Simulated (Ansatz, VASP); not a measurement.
# One calculation of YAlC4N4, two programs

The input INCAR:

```
SYSTEM = YAlC4N4
PREC = Accurate ; ENCUT = 520
EDIFF = 1E-6 ; ISMEAR = 0
SIGMA = 0.1 ; LREAL = .FALSE.
LASPH = .TRUE. ; NELM = 150
ALGO = Normal ; ISIF = 2
LWAVE = .FALSE. ; LCHARG = .TRUE.
ISPIN = 2 ; MAGMOM = 0 0 1 1 1 1 1 1 1 1
LORBIT = 11 ; LMAXMIX = 4
GGA = PE ; LELF = .TRUE.
LVHAR = .TRUE. ; NBANDS = 40
```

Contents of KPOINTS:

```
Automatic mesh
0
G
  4 4 4
  0 0 0
```

Contents of POSCAR:

```
YAlC4N4
1.0
    6.0679513300      0.0000000000      0.0000000000
    0.0000000000      6.0679513300      0.0000000000
    0.0000000000      0.0000000000      6.0679513300
Y Al C N
1 1 4 4
Direct
    0.5000000000      0.5000000000      0.5000000000
    0.0000000000      0.0000000000      0.0000000000
    0.1784015200      0.1784015200      0.1784015200
    0.1784015200      0.8215984800      0.8215984800
    0.8215984800      0.1784015200      0.8215984800
    0.8215984800      0.8215984800      0.1784015200
    0.2897240700      0.2897240700      0.2897240700
    0.2897240700      0.7102759300      0.7102759300
    0.7102759300      0.2897240700      0.7102759300
    0.7102759300      0.7102759300      0.2897240700
```

Input for Ansatz:

```yaml
crystal:
  lattice:
    - [6.06795133, 0.0, 0.0]
    - [0.0, 6.06795133, 0.0]
    - [0.0, 0.0, 6.06795133]
  atoms:
    - { symbol: "Y", position: [0.5, 0.5, 0.5] }
    - { symbol: Al, position: [0.0, 0.0, 0.0] }
    - { symbol: C, position: [0.17840152, 0.17840152, 0.17840152], spin: 1.0 }
    - { symbol: C, position: [0.17840152, 0.82159848, 0.82159848], spin: 1.0 }
    - { symbol: C, position: [0.82159848, 0.17840152, 0.82159848], spin: 1.0 }
    - { symbol: C, position: [0.82159848, 0.82159848, 0.17840152], spin: 1.0 }
    - { symbol: "N", position: [0.28972407, 0.28972407, 0.28972407], spin: 1.0 }
    - { symbol: "N", position: [0.28972407, 0.71027593, 0.71027593], spin: 1.0 }
    - { symbol: "N", position: [0.71027593, 0.28972407, 0.71027593], spin: 1.0 }
    - { symbol: "N", position: [0.71027593, 0.71027593, 0.28972407], spin: 1.0 }
basis:
  ecutwfc: 420
kpoints:
  mp_grid: { grid: [4, 4, 4] }
hamiltonian:
  xc: pbe
scf:
  occupations: { method: gaussian, width: 0.1 }
  lower_state_search: "off"
output:
  forces: true
  stress: true
  eigenvalues: true
  populations: true
magnetization:
  spin_polarized: true
```

Alike in both runs: task single point; functional PBE; k mesh 4 × 4 × 4; occupations gaussian, width 0.1 eV; collinear spin.

|  | VASP | Ansatz |
| --- | --- | --- |
| version | VASP 6.6.1 | Ansatz 0.2.0 |
| potentials or method | VASP PAW PBE potentials, release 64 (Y_sv, Al, C, N), cutoff 520 eV | scalar-relativistic, plane waves, PAW |
| valence electrons in the cell | 50 | 50 |

```tsv
	VASP	Ansatz	Ansatz less VASP
gap on the k mesh at the Fermi level (eV)	none	none	-
pressure (GPa)	6.3	6.1	-0.27
rms of the force components (eV/Å)	0.553	0.382	-0.1705
net moment per atom (μB)	0.16	0.16	-0.001
size of the moment on the site where the two differ most (μB)	0.33	0.13	-0.200
```

Site moments also hang on the region over which each program counts them. Atom by atom the forces differ by 0.206 eV/Å (rms over components). A gap of «none» marks a metal or a gap that the smearing closes.

Noted on VASP's run: the standard files for N, O and F lose accuracy on very short bonds.
